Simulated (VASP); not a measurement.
Write the native input for VASP 6.6.1 that does the following.

```yaml
Task: relaxation of cell and atoms
Functional: r2SCAN
Potentials_or_basis: VASP PAW PBE potentials, release 64 (Li_sv, S)
Cutoff: 830 eV
k_mesh: 8 × 8 × 8
Occupations: gaussian, width 0.02 eV
Spin: no spin polarisation
Dipole_correction: no
Further_INCAR_settings: ALGO = Normal; EDIFF = 1e-07; IBRION = 2; EDIFFG = -0.005; NSW = 100; ISIF = 3
```

Li2S:

```
Li S
1.0
     0.00000    2.84450    2.84450
     2.84450    0.00000    2.84450
     2.84450    2.84450    0.00000
Li S
2 1
Direct
  0.25000 0.25000 0.25000
  0.75000 0.75000 0.75000
  0.00000 0.00000 0.00000
```

The input as run:

POSCAR

```
Li2S
1.0
    0.0000000000      2.8445000000      2.8445000000
    2.8445000000      0.0000000000      2.8445000000
    2.8445000000      2.8445000000      0.0000000000
Li S
2 1
Direct
    0.2500000000      0.2500000000      0.2500000000
    0.7500000000      0.7500000000      0.7500000000
    0.0000000000      0.0000000000      0.0000000000
```

INCAR.step1

```
SYSTEM = Li2S
PREC = Accurate ; ENCUT = 830
ISMEAR = 0 ; SIGMA = 0.02
LREAL = .FALSE. ; LASPH = .TRUE.
NELM = 120 ; GGA = PE
ALGO = Normal ; EDIFF = 1E-5
LWAVE = .TRUE. ; LCHARG = .FALSE.
GGA_COMPAT = .FALSE. ; IBRION = 2
ISIF = 3 ; EDIFFG = -0.005
NELMIN = 4 ; NSW = 100
```

INCAR.step2

```
SYSTEM = Li2S
PREC = Accurate ; ENCUT = 830
EDIFF = 1E-7 ; ISMEAR = 0
SIGMA = 0.02 ; LREAL = .FALSE.
LASPH = .TRUE. ; NELM = 120
ALGO = Normal ; ISIF = 3
LWAVE = .FALSE. ; LCHARG = .FALSE.
METAGGA = R2SCAN ; LMIXTAU = .TRUE.
IBRION = 2 ; NSW = 100
EDIFFG = -0.005 ; ISTART = 1
GGA_COMPAT = .FALSE. ; NELMIN = 4
```

KPOINTS

```
regular mesh
0
G
  8 8 8
  0 0 0
```

Potentials or basis: VASP PAW PBE potentials, release 64 (Li_sv, S).

Command:

```console
$ cat potpaw_PBE.64/Li_sv/POTCAR potpaw_PBE.64/S/POTCAR > POTCAR
$ cp INCAR.step1 INCAR
$ mpirun -np 1 vasp_std > vasp.out
$ cp INCAR.step2 INCAR
$ mpirun -np 1 vasp_std > vasp.out
```

It gave:

| Item | Value |
| --- | --- |
| Relaxed volume | 15.28 Å³/atom |
| Relaxed cell | a = 4.017 Å, b = 4.017 Å, c = 4.017 Å, α = 60.00°, β = 60.00°, γ = 60.00° |
| Space group after relaxing (to 0.05 Å) | Fm-3m (No. 225) |
| Energy gained by relaxing | 0.0 meV/atom |
| Ionic steps | 3 |
| Pressure after relaxing | 0.0 GPa |
| Band gap on the k mesh | 3.85 eV, indirect (least direct gap 5.08 eV) |

Caveat: the PAW data sets were made with another functional, which shifts forces and pressure a little.

Wall time 2.9 min on 1 thread of Intel(R) Xeon(R) 6975P-C (Granite Rapids), on a shared host, peak memory 0.26 GiB.
